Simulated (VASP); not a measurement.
# Bi2Se3 (R-3m) in VASP: single point with PBEsol

Aim: the single point of Bi2Se3 with PBEsol.

Everything below comes from runs of VASP 6.6.1. Logs are shortened: lines on timing, memory, paths and dates and some standing lists are left out, and cuts for length are marked.

## (1) The cell of the first run

Symmetry: R-3m, No. 166, trigonal system. The conventional cell has a = 4.013 Å, b = 4.013 Å, c = 30.515 Å, α = 90.00°, β = 90.00°, γ = 120.00°. Within 3.8 Å of Bi (site symmetry 3m) lie 6 Se at 2.85 to 3.10 Å. Se (site symmetry -3m) has 6 Bi at 3.10 Å and 6 Se at 4.01 Å within 4.1 Å. Within 3.8 Å of Se (site symmetry 3m) lie 3 Bi at 2.85 Å and 3 Se at 3.59 Å.

## (2) Single point, PBEsol

File INCAR:

```
PREC     = Accurate       # precision mode
ENCUT    = 520            # plane-wave cutoff, eV
EDIFF    = 1E-6           # SCF threshold, eV
ISMEAR   = 0              # smearing method
SIGMA    = 0.03           # smearing width, eV
LREAL    = False          # projectors in reciprocal space
LASPH    = True           # aspherical terms in the spheres
NELM     = 100            # most SCF steps
ALGO     = Normal         # electronic algorithm
ISIF     = 2              # what is computed and relaxed
LWAVE    = False          # write WAVECAR
LCHARG   = False          # write CHGCAR
GGA      = PS             # functional
NBANDS   = 32             # bands
```

File KPOINTS:

```
regular mesh
0
Gamma
  12 12 12
```

File POSCAR:

```
Bi2Se3
1.0
    2.0067220765      1.1585815310     10.1715249987
   -2.0067220765      1.1585815310     10.1715249987
    0.0000000000     -2.3171630621     10.1715249987
Bi Se
2 3
Direct
    0.4008000000      0.4008000000      0.4008000000
    0.5992000000      0.5992000000      0.5992000000
    0.0000000000      0.0000000000      0.0000000000
    0.2117000000      0.2117000000      0.2117000000
    0.7883000000      0.7883000000      0.7883000000
```

Potentials or basis: VASP PAW PBE potentials, release 64 (Bi_d, Se).

On the command line:

```bash
$ cat potpaw_PBE.64/Bi_d/POTCAR potpaw_PBE.64/Se/POTCAR > POTCAR
$ mpirun -np 1 vasp_std > vasp.out
```

OUTCAR:

```text
PREC = Accurate
   ENCUT = 520
   EDIFF = 1E-6
   ISMEAR = 0
   LREAL = False
   LASPH = True
   NELM = 100
   ISIF = 2
   GGA = PS

 ion  position               nearest neighbor table
   1  0.401  0.401  0.401-   5 2.85   5 2.85   5 2.85   3 3.10   3 3.10   3 3.10
   2  0.599  0.599  0.599-   4 2.85   4 2.85   4 2.85   3 3.10   3 3.10   3 3.10
   3  0.000  0.000  0.000-   2 3.10   1 3.10   2 3.10   2 3.10   1 3.10   1 3.10
   4  0.212  0.212  0.212-   2 2.85   2 2.85   2 2.85
   5  0.788  0.788  0.788-   1 2.85   1 2.85   1 2.85

  LATTYP: Found a trigonal (rhomboedric) cell.
 ALAT       =    10.4321218098
 COS(alpha) =     0.9259953253

  Lattice vectors:

 A1 = (   2.0067220765,   1.1585815310,  10.1715249987)
 A2 = (  -2.0067220765,   1.1585815310,  10.1715249987)
 A3 = (   0.0000000000,  -2.3171630621,  10.1715249987)

Analysis of symmetry for initial positions (statically):
=====================================================================
 Subroutine PRICEL returns:
 Original cell was already a primitive cell.

 Routine SETGRP: Setting up the symmetry group for a
 trigonal (rhombohedral) supercell.

 Subroutine GETGRP returns: Found 12 space group operations
 (whereof 12 operations were pure point group operations)
 out of a pool of 12 trial point group operations.

The static configuration has the point symmetry D_3d.

Analysis of symmetry for dynamics (positions and initial velocities):
=====================================================================
 Subroutine PRICEL returns:
 Original cell was already a primitive cell.

 Routine SETGRP: Setting up the symmetry group for a
 trigonal (rhombohedral) supercell.

 Subroutine GETGRP returns: Found 12 space group operations
 (whereof 12 operations were pure point group operations)
 out of a pool of 12 trial point group operations.

The dynamic configuration has the point symmetry D_3d.

 Subroutine INISYM returns: Found 12 space group operations
 (whereof 12 operations are pure point group operations),
 and found     1 'primitive' translations

----------------------------------------------------------------------------------------

                                     Primitive cell

  volume of cell :     141.8898

  direct lattice vectors                    reciprocal lattice vectors
     2.006722077  1.158581531 10.171524999     0.249162555  0.143854068  0.032771225
    -2.006722077  1.158581531 10.171524999    -0.249162555  0.143854068  0.032771225
     0.000000000 -2.317163062 10.171524999     0.000000000 -0.287708137  0.032771225

  length of vectors
    10.432121810 10.432121810 10.432121810     0.289568515  0.289568515  0.289568515

  position of ions in fractional coordinates (direct lattice)
     0.400800000  0.400800000  0.400800000
     0.599200000  0.599200000  0.599200000
     0.000000000  0.000000000  0.000000000
     0.211700000  0.211700000  0.211700000
     0.788300000  0.788300000  0.788300000

  ion indices of the primitive-cell ions
   primitive index   ion index
                 1           1
                 2           2
                 3           3
                 4           4
                 5           5

----------------------------------------------------------------------------------------

 KPOINTS: regular mesh

Automatic generation of k-mesh.
 Grid dimensions read from file:
 generate k-points for:   12   12   12

 Generating k-lattice:

  Cartesian coordinates                     Fractional coordinates (reciprocal lattice)
     0.020763546  0.011987839  0.002730935     0.083333333  0.000000000  0.000000000
    -0.020763546  0.011987839  0.002730935     0.000000000  0.083333333  0.000000000
     0.000000000 -0.023975678  0.002730935     0.000000000  0.000000000  0.083333333

  Length of vectors
     0.024130710  0.024130710  0.024130710

  Shift w.r.t. Gamma in fractional coordinates (k-lattice)
     0.000000000  0.000000000  0.000000000

 Subroutine IBZKPT returns following result:
 ===========================================

 Found    189 irreducible k-points:

 Following reciprocal coordinates:
            Coordinates               Weight
  0.000000  0.000000  0.000000      1.000000
  0.083333 -0.000000  0.000000      6.000000
  0.166667 -0.000000  0.000000      6.000000
  0.250000 -0.000000 -0.000000      6.000000
  0.333333 -0.000000  0.000000      6.000000
  0.416667  0.000000 -0.000000      6.000000
[... 16 lines left out ...]
  0.500000  0.166667 -0.000000     12.000000
 -0.416667  0.166667  0.000000     12.000000
 [... further k-points ...]
   k-points           NKPTS =    189   k-points in BZ     NKDIM =    189   number of bands    NBANDS=     32
   number of dos      NEDOS =    301   number of ions     NIONS =      5
   total plane-waves  NPLWV = 512000
   dimension x,y,z NGX =    80 NGY =   80 NGZ =   80
   dimension x,y,z NGXF=   160 NGYF=  160 NGZF=  160
   ions per type =               2   3
   NGX,Y,Z   is equivalent  to a cutoff of  12.75, 12.75, 12.75 a.u.
   NGXF,Y,Z  is equivalent  to a cutoff of  25.50, 25.50, 25.50 a.u.
 SYSTEM =  unknown system
   PREC   = accura    normal or accurate (medium, high low for compatibility)
   ISTART =      0    job   : 0-new  1-cont  2-samecut
   ICHARG =      2    charge: 1-file 2-atom 10-const
   ISPIN  =      1    spin polarized calculation?
   LNONCOLLINEAR =      F non collinear calculations
   LSORBIT =      F    spin-orbit coupling
   LASPH  =      T    aspherical Exc in radial PAW
   ENCUT  =  520.0 eV  38.22 Ry    6.18 a.u.  19.40 19.40 19.40*2*pi/ulx,y,z
   NELM   =    100;   NELMIN=  2; NELMDL= -5     # of ELM steps
   EDIFF  = 0.1E-05   stopping-criterion for ELM
   LREAL  =      F    real-space projection
   EDIFFG = 0.1E-04   stopping-criterion for IOM
   NSW    =      0    number of steps for IOM
   IBRION =     -1    ionic relax: 0-MD 1-quasi-New 2-CG
   NFREE  =      0    steps in history (QN), initial steepest desc. (CG)
   ISIF   =      2    stress and relaxation
   ISYM   =      2    0-nonsym 1-usesym 2-fastsym
   POTIM  = 0.5000    time-step for ionic-motion
   TEBEG  =    0.0;   TEEND  =   0.0 temperature during run
   PSTRESS=    0.0 pullay stress
   NELECT =      48.0000    total number of electrons
   NUPDOWN=      -1.0000    fix difference up-down
   EMIN   =  10.00;   EMAX   =-10.00  energy-range for DOS
   EFERMI =   0.00;   METHOD = LEGACY
   ISMEAR =     0;   SIGMA  =   0.03  broadening in eV -4-tet -1-fermi 0-gaus
   EFERMI_NEDOS =   21; number of points for ismear=-14 and -15
   IALGO  =     38    algorithm
   IMIX   =      4    mixing-type and parameters
     AMIX     =   0.40;   BMIX     =  1.00
     AMIX_MAG =   1.60;   BMIX_MAG =  1.00
  volume/ion in A,a.u.               =      28.38       191.50
  Fermi-wavevector in a.u.,A,eV,Ry     =   1.140700  2.155611 17.703860  1.301197
  Thomas-Fermi vector in A             =   2.277402
   LORBIT       =      0    0 simple, 1 ext, 2 COOP (PROOUT), +10 PAW based schemes
   GGA     = PS    functional components
   LHFCALC =     F    Hartree Fock is set to
   AEXX    =    0.0000 exact exchange contribution
   IVDW    =     0    specifies the selected vdW correction
   LEPSILON=     F    determine dielectric tensor
   LRPA    =     F    only Hartree local field effects (RPA)
 non-spin polarized calculation
 Gauss-broadening in eV      SIGMA  =   0.03
  energy-cutoff  :      520.00
  volume of cell :      141.89
 maximum number of plane-waves:      3857
 NGX is ok and might be reduce to    80
   NGX = 39   NGY = 39   NGZ = 39

 number of electron      47.9999998 magnetization

 Free energy of the ion-electron system (eV)
  ---------------------------------------------------
  ext. energy  EPLUGINS =         0.00000000
  ---------------------------------------------------
  free energy    TOTEN  =       -21.93477300 eV

  energy without entropy =      -21.93477300  energy(sigma->0) =      -21.93477300

 E-fermi :   5.1692     XC(G=0):  -9.6816

 val. band max:        4.9623368454   @ k =   0.0000   0.0000   0.0000
 cond. band min:       5.4075141216   @ k =   0.0000   0.0000   0.0000
 fundamental gap:      0.4451772762
 Fermi energy:         5.1692386038

 k-point     1 :       0.0000    0.0000    0.0000
  band No.  band energies     occupation
      1     -18.2418      2.00000
      2     -18.2418      2.00000
      3     -18.2409      2.00000
      4     -18.2409      2.00000
      5     -18.2137      2.00000
      6     -18.2113      2.00000
[... 24 lines left out ...]
     31      10.2725      0.00000
     32      11.8609      0.00000

 k-point     2 :       0.0833   -0.0000    0.0000
  band No.  band energies     occupation
      1     -18.2425      2.00000
      2     -18.2416      2.00000
      3     -18.2393      2.00000
      4     -18.2385      2.00000
      5     -18.2124      2.00000
      6     -18.2099      2.00000
[... 24 lines left out ...]
     31      10.3896      0.00000
     32      11.2588      0.00000

 k-point     3 :       0.1667   -0.0000    0.0000
  band No.  band energies     occupation
      1     -18.2450      2.00000
      2     -18.2438      2.00000
      3     -18.2324      2.00000
      4     -18.2317      2.00000
      5     -18.2093      2.00000
      6     -18.2062      2.00000
[... 24 lines left out ...]
     31      10.0355      0.00000
     32      11.0095      0.00000

 k-point     4 :       0.2500   -0.0000   -0.0000
  band No.  band energies     occupation
      1     -18.2491      2.00000
      2     -18.2474      2.00000
      3     -18.2233      2.00000
      4     -18.2226      2.00000
      5     -18.2133      2.00000
      6     -18.2106      2.00000
[... 654 lines left out ...]
     31      10.0119      0.00000
     32      10.9272      0.00000

 k-point    23 :       0.5000    0.1667   -0.0000
  band No.  band energies     occupation
      1     -18.2498      2.00000
      2     -18.2475      2.00000
      3     -18.2195      2.00000
      4     -18.2182      2.00000
      5     -18.2170      2.00000
      6     -18.2141      2.00000
[... 24 lines left out ...]
     31       9.9474      0.00000
     32      10.5417      0.00000

 k-point    24 :      -0.4167    0.1667    0.0000
  band No.  band energies     occupation
      1     -18.2506      2.00000
      2     -18.2481      2.00000
      3     -18.2203      2.00000
      4     -18.2180      2.00000
      5     -18.2170      2.00000
      6     -18.2134      2.00000
[... 24 lines left out ...]
     31       9.8302      0.00000
     32      10.5537      0.00000

 [... further k-points ...]
[... 5 lines left out ...]
  --------------------------------------------------------------------------------------
  -------------------------------------------------------------------------------------
  Total        0.9835780      0.9835780     -2.7793479      0.0000000      0.0000000      0.0000000
  in kB       11.1062698     11.1062698    -31.3835705      0.0000000      0.0000000      0.0000000
  external PRESSURE =      -3.0570103 kB  Pullay stress =       0.0000000 kB

 VOLUME and BASIS-vectors are now :
 -----------------------------------------------------------------------------
  energy-cutoff  :      520.00
  volume of cell :      141.89
      direct lattice vectors                 reciprocal lattice vectors
     2.006722077  1.158581531 10.171524999     0.249162555  0.143854068  0.032771225
    -2.006722077  1.158581531 10.171524999    -0.249162555  0.143854068  0.032771225
     0.000000000 -2.317163062 10.171524999     0.000000000 -0.287708137  0.032771225

 POSITION                                       TOTAL-FORCE (eV/Angst)
 -----------------------------------------------------------------------------------
      0.00000     -0.00000     12.23024         0.000000      0.000000     -0.225491
      0.00000     -0.00000     18.28433         0.000000     -0.000000      0.225491
      0.00000      0.00000      0.00000         0.000000      0.000000     -0.000000
      0.00000     -0.00000      6.45994         0.000000     -0.000000      0.203344
      0.00000     -0.00000     24.05464         0.000000      0.000000     -0.203344
 -----------------------------------------------------------------------------------
    total drift:                                0.000000      0.000000     -0.000000

  FREE ENERGIE OF THE ION-ELECTRON SYSTEM (eV)
  ---------------------------------------------------
  free  energy   TOTEN  =       -21.9347729954 eV

  energy  without entropy=      -21.9347729954  energy(sigma->0) =      -21.93477300
```

Wall time 32 min (1 thread of Intel Xeon 6975P-C (Granite Rapids), shared host); peak memory 1.4 GiB.

Results:

```
Free energy            : -21.9348 eV
Pressure               : -0.3 GPa
Largest force          : 0.225 eV/Å
Band gap on the k mesh : 0.45 eV
```

Forces in eV/Å, atoms in the order of the input:
```
Bi   0.000  0.000 -0.225
Bi   0.000  0.000  0.225
Se   0.000  0.000  0.000
Se   0.000  0.000  0.203
Se   0.000  0.000 -0.203
```

Stress tensor (GPa, compression positive):
```
 1.11  0.00  0.00
 0.00  1.11  0.00
 0.00  0.00 -3.14
```

Levels at points of the mesh, in eV from the valence-band top:
```
           k point  band 21  band 22  band 23  band 24  band 25  band 26  band 27  band 28
(0.00, 0.00, 0.00)    -1.64    -0.99    -0.99     0.00     0.45     1.62     1.62     2.26
(0.50, 0.00, 0.00)    -2.94    -2.51    -1.27    -0.81     0.65     1.78     2.38     2.58
(0.50, 0.50, 0.00)    -2.27    -1.99    -1.57    -1.54     0.76     1.65     2.31     2.67
(0.50, 0.50, 0.50)    -1.42    -1.08    -1.08    -0.71     0.84     1.83     1.83     2.24
```

Caveat: the PAW data sets were made with another functional, which shifts forces and pressure a little; spin-orbit coupling is left out, which moves the levels of the heavy elements. A k mesh can miss the band edges.
